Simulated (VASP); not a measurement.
# Cl (Pm-3m) in VASP: notebook, part 2 of 2

VASP 6.6.1. The steps go on from the part before.

## 4. Single point, PBEsol (volume scaled by 0.8)

Input file INCAR:

```
SYSTEM = Cl
ALGO = Normal
EDIFF = 1E-7
ENCUT = 520
GGA = PS
ISIF = 2
ISMEAR = -1
LASPH = .TRUE.
LCHARG = .TRUE.
LELF = .TRUE.
LREAL = .FALSE.
LVHAR = .TRUE.
LWAVE = .FALSE.
NBANDS = 10
NELM = 60
PREC = Accurate
SIGMA = 0.08
```

Input file KPOINTS:

```
k-points
0
G
  15 15 15
  0 0 0
```

Input file POSCAR:

```
Cl
1.0
    2.5865941988      0.0000000000      0.0000000000
    0.0000000000      2.5865941988      0.0000000000
    0.0000000000      0.0000000000      2.5865941988
Cl
1
Direct
    0.0000000000      0.0000000000      0.0000000000
```

Potentials or basis: VASP PAW PBE potentials, release 64 (Cl).

Run with:

```sh
cat potpaw_PBE.64/Cl/POTCAR > POTCAR
mpirun -np 1 vasp_std > vasp.out
```

OUTCAR:

```text
SYSTEM = Cl
   EDIFF = 1E-7
   ENCUT = 520
   GGA = PS
   ISIF = 2
   ISMEAR = -1
   LASPH = .TRUE.
   LREAL = .FALSE.
   NELM = 60
   PREC = Accurate

 ion  position               nearest neighbor table
   1  0.000  0.000  0.000-

  LATTYP: Found a simple cubic cell.
 ALAT       =     2.5865941988

  Lattice vectors:

 A1 = (   2.5865941988,   0.0000000000,   0.0000000000)
 A2 = (   0.0000000000,   2.5865941988,   0.0000000000)
 A3 = (   0.0000000000,   0.0000000000,   2.5865941988)

Analysis of symmetry for initial positions (statically):
=====================================================================
 Subroutine PRICEL returns:
 Original cell was already a primitive cell.

 Routine SETGRP: Setting up the symmetry group for a
 simple cubic supercell.

 Subroutine GETGRP returns: Found 48 space group operations
 (whereof 48 operations were pure point group operations)
 out of a pool of 48 trial point group operations.

The static configuration has the point symmetry O_h .

Analysis of symmetry for dynamics (positions and initial velocities):
=====================================================================
 Subroutine PRICEL returns:
 Original cell was already a primitive cell.

 Routine SETGRP: Setting up the symmetry group for a
 simple cubic supercell.

 Subroutine GETGRP returns: Found 48 space group operations
 (whereof 48 operations were pure point group operations)
 out of a pool of 48 trial point group operations.

The dynamic configuration has the point symmetry O_h .

 Subroutine INISYM returns: Found 48 space group operations
 (whereof 48 operations are pure point group operations),
 and found     1 'primitive' translations

----------------------------------------------------------------------------------------

                                     Primitive cell

  volume of cell :      17.3055

  direct lattice vectors                    reciprocal lattice vectors
     2.586594199  0.000000000  0.000000000     0.386608769  0.000000000  0.000000000
     0.000000000  2.586594199  0.000000000     0.000000000  0.386608769  0.000000000
     0.000000000  0.000000000  2.586594199     0.000000000  0.000000000  0.386608769

  length of vectors
     2.586594199  2.586594199  2.586594199     0.386608769  0.386608769  0.386608769

  position of ions in fractional coordinates (direct lattice)
     0.000000000  0.000000000  0.000000000

  ion indices of the primitive-cell ions
   primitive index   ion index
                 1           1

----------------------------------------------------------------------------------------

 KPOINTS: k-points

Automatic generation of k-mesh.
 Grid dimensions read from file:
 generate k-points for:   15   15   15

 Generating k-lattice:

  Cartesian coordinates                     Fractional coordinates (reciprocal lattice)
     0.025773918  0.000000000  0.000000000     0.066666667  0.000000000  0.000000000
     0.000000000  0.025773918  0.000000000     0.000000000  0.066666667  0.000000000
     0.000000000  0.000000000  0.025773918     0.000000000  0.000000000  0.066666667

  Length of vectors
     0.025773918  0.025773918  0.025773918

  Shift w.r.t. Gamma in fractional coordinates (k-lattice)
     0.000000000  0.000000000  0.000000000

 Subroutine IBZKPT returns following result:
 ===========================================

 Found    120 irreducible k-points:

 Following reciprocal coordinates:
            Coordinates               Weight
  0.000000  0.000000  0.000000      1.000000
  0.066667  0.000000  0.000000      6.000000
  0.133333  0.000000  0.000000      6.000000
  0.200000  0.000000  0.000000      6.000000
  0.266667  0.000000  0.000000      6.000000
  0.333333  0.000000  0.000000      6.000000
[... 16 lines left out ...]
  0.266667  0.200000  0.000000     24.000000
  0.333333  0.200000  0.000000     24.000000
 [... further k-points ...]
   k-points           NKPTS =    120   k-points in BZ     NKDIM =    120   number of bands    NBANDS=     10
   number of dos      NEDOS =    301   number of ions     NIONS =      1
   total plane-waves  NPLWV =   8000
   dimension x,y,z NGX =    20 NGY =   20 NGZ =   20
   dimension x,y,z NGXF=    40 NGYF=   40 NGZF=   40
   ions per type =               1
   NGX,Y,Z   is equivalent  to a cutoff of  12.85, 12.85, 12.85 a.u.
   NGXF,Y,Z  is equivalent  to a cutoff of  25.71, 25.71, 25.71 a.u.
 SYSTEM =  Cl
   PREC   = accura    normal or accurate (medium, high low for compatibility)
   ISTART =      0    job   : 0-new  1-cont  2-samecut
   ICHARG =      2    charge: 1-file 2-atom 10-const
   ISPIN  =      1    spin polarized calculation?
   LNONCOLLINEAR =      F non collinear calculations
   LSORBIT =      F    spin-orbit coupling
   LASPH  =      T    aspherical Exc in radial PAW
   ENCUT  =  520.0 eV  38.22 Ry    6.18 a.u.   4.81  4.81  4.81*2*pi/ulx,y,z
   NELM   =     60;   NELMIN=  2; NELMDL= -5     # of ELM steps
   EDIFF  = 0.1E-06   stopping-criterion for ELM
   LREAL  =      F    real-space projection
   EDIFFG = 0.1E-05   stopping-criterion for IOM
   NSW    =      0    number of steps for IOM
   IBRION =     -1    ionic relax: 0-MD 1-quasi-New 2-CG
   NFREE  =      0    steps in history (QN), initial steepest desc. (CG)
   ISIF   =      2    stress and relaxation
   ISYM   =      2    0-nonsym 1-usesym 2-fastsym
   POTIM  = 0.5000    time-step for ionic-motion
   TEBEG  =    0.0;   TEEND  =   0.0 temperature during run
   PSTRESS=    0.0 pullay stress
   NELECT =       7.0000    total number of electrons
   NUPDOWN=      -1.0000    fix difference up-down
   EMIN   =  10.00;   EMAX   =-10.00  energy-range for DOS
   EFERMI =   0.00;   METHOD = LEGACY
   ISMEAR =    -1;   SIGMA  =   0.08  broadening in eV -4-tet -1-fermi 0-gaus
   EFERMI_NEDOS =   21; number of points for ismear=-14 and -15
   IALGO  =     38    algorithm
   IMIX   =      4    mixing-type and parameters
     AMIX     =   0.40;   BMIX     =  1.00
     AMIX_MAG =   1.60;   BMIX_MAG =  1.00
  volume/ion in A,a.u.               =      17.31       116.78
  Fermi-wavevector in a.u.,A,eV,Ry     =   1.210726  2.287940 19.944202  1.465858
  Thomas-Fermi vector in A             =   2.346264
   LORBIT       =      0    0 simple, 1 ext, 2 COOP (PROOUT), +10 PAW based schemes
   GGA     = PS    functional components
   LHFCALC =     F    Hartree Fock is set to
   AEXX    =    0.0000 exact exchange contribution
   IVDW    =     0    specifies the selected vdW correction
   LEPSILON=     F    determine dielectric tensor
   LRPA    =     F    only Hartree local field effects (RPA)
 non-spin polarized calculation
  energy-cutoff  :      520.00
  volume of cell :       17.31
 maximum number of plane-waves:       479
 NGX is ok and might be reduce to    20
   NGX =  9   NGY =  9   NGZ =  9

 number of electron       7.0000001 magnetization

 Free energy of the ion-electron system (eV)
  ---------------------------------------------------
  ext. energy  EPLUGINS =         0.00000000
  ---------------------------------------------------
  free energy    TOTEN  =        -1.24469442 eV

  energy without entropy =       -1.22775877  energy(sigma->0) =       -1.23622660

 E-fermi :   5.4426     XC(G=0): -10.6097

 val. band max:        5.4049048908   @ k =   0.4000   0.3333   0.1333
 cond. band min:       5.4729668499   @ k =   0.3333   0.0667   0.0000
 fundamental gap:      0.0680619590
 Fermi energy:         5.4426103976

 k-point     1 :       0.0000    0.0000    0.0000
  band No.  band energies     occupation
      1     -12.9808      2.00000
      2       5.1753      1.93164
      3       5.1753      1.93164
      4       5.1753      1.93164
      5      14.2939      0.00000
      6      14.2939      0.00000
      7      14.3768      0.00000
      8      27.9023      0.00000
      9      27.9023      0.00000
     10      27.9023      0.00000

 k-point     2 :       0.0667    0.0000    0.0000
  band No.  band energies     occupation
      1     -12.9154      2.00000
      2       4.6396      1.99991
      3       5.2152      1.88990
      4       5.2152      1.88990
      5      14.3595      0.00000
      6      14.4359      0.00000
      7      14.9714      0.00000
      8      27.2271      0.00000
      9      27.2271      0.00000
     10      27.9401      0.00000
[... 274 lines left out ...]
 k-point    24 :       0.3333    0.2000    0.0000
  band No.  band energies     occupation
      1     -11.0455      2.00000
      2      -0.4226      2.00000
      3       2.9236      2.00000
      4       6.2471      0.00009
      5      15.4066      0.00000
      6      16.9626      0.00000
      7      20.9085      0.00000
      8      22.2846      0.00000
      9      23.4291      0.00000
     10      25.5002      0.00000

 [... further k-points ...]
[... 5 lines left out ...]
  --------------------------------------------------------------------------------------
  -------------------------------------------------------------------------------------
  Total        1.8847298      1.8847298      1.8847298     -0.0000000      0.0000000     -0.0000000
  in kB      174.4917049    174.4917049    174.4917049     -0.0000000      0.0000000     -0.0000000
  external PRESSURE =     174.4917049 kB  Pullay stress =       0.0000000 kB

 VOLUME and BASIS-vectors are now :
 -----------------------------------------------------------------------------
  energy-cutoff  :      520.00
  volume of cell :       17.31
      direct lattice vectors                 reciprocal lattice vectors
     2.586594199  0.000000000  0.000000000     0.386608769  0.000000000  0.000000000
     0.000000000  2.586594199  0.000000000     0.000000000  0.386608769  0.000000000
     0.000000000  0.000000000  2.586594199     0.000000000  0.000000000  0.386608769

 POSITION                                       TOTAL-FORCE (eV/Angst)
 -----------------------------------------------------------------------------------
      0.00000      0.00000      0.00000         0.000000      0.000000      0.000000
 -----------------------------------------------------------------------------------
    total drift:                               -0.000000      0.000000     -0.000000

  FREE ENERGIE OF THE ION-ELECTRON SYSTEM (eV)
  ---------------------------------------------------
  free  energy   TOTEN  =        -1.2446944232 eV

  energy  without entropy=       -1.2277587696  energy(sigma->0) =       -1.23622660
```

OSZICAR:

```text
N       E                     dE             d eps       ncg     rms          rms(c)
DAV:   1     0.175988481560E+02    0.17599E+02   -0.30983E+03  2442   0.543E+02
DAV:   2    -0.698650908208E+00   -0.18297E+02   -0.17717E+02  3250   0.102E+02
DAV:   3    -0.124157758037E+01   -0.54293E+00   -0.53565E+00  2852   0.148E+01
DAV:   4    -0.124342214954E+01   -0.18446E-02   -0.18443E-02  2944   0.108E+00
DAV:   5    -0.124342790780E+01   -0.57583E-05   -0.57589E-05  2900   0.559E-02    0.119E+01
DAV:   6    -0.124400394916E+01   -0.57604E-03   -0.64633E-04  2726   0.158E-01    0.714E+00
DAV:   7    -0.124467325109E+01   -0.66930E-03   -0.10779E-03  2606   0.218E-01    0.410E-02
DAV:   8    -0.124468592294E+01   -0.12672E-04   -0.27672E-05  2696   0.324E-02    0.178E-02
DAV:   9    -0.124469329533E+01   -0.73724E-05   -0.97980E-06  2584   0.199E-02    0.776E-03
DAV:  10    -0.124469430972E+01   -0.10144E-05   -0.12302E-06  2676   0.668E-03    0.740E-03
DAV:  11    -0.124469442264E+01   -0.11292E-06   -0.24206E-07  2524   0.307E-03    0.295E-04
DAV:  12    -0.124469442321E+01   -0.57526E-09   -0.38675E-09  1568   0.452E-04
   1 F= -.12446944E+01 E0= -.12362266E+01  d E =-.169357E-01
```

Wall time 9.4 s (1 thread of AMD EPYC 9R45 (Zen 5), shared host); peak memory 0.1 GiB.

Results:

```yaml
Free_energy: -1.2447 eV
Pressure: 17.4 GPa
```

Caveat: the PAW data sets were made with another functional, which shifts forces and pressure a little; an odd number of electrons without spin polarisation forces a metal; a magnetic or distorted state may lie lower.
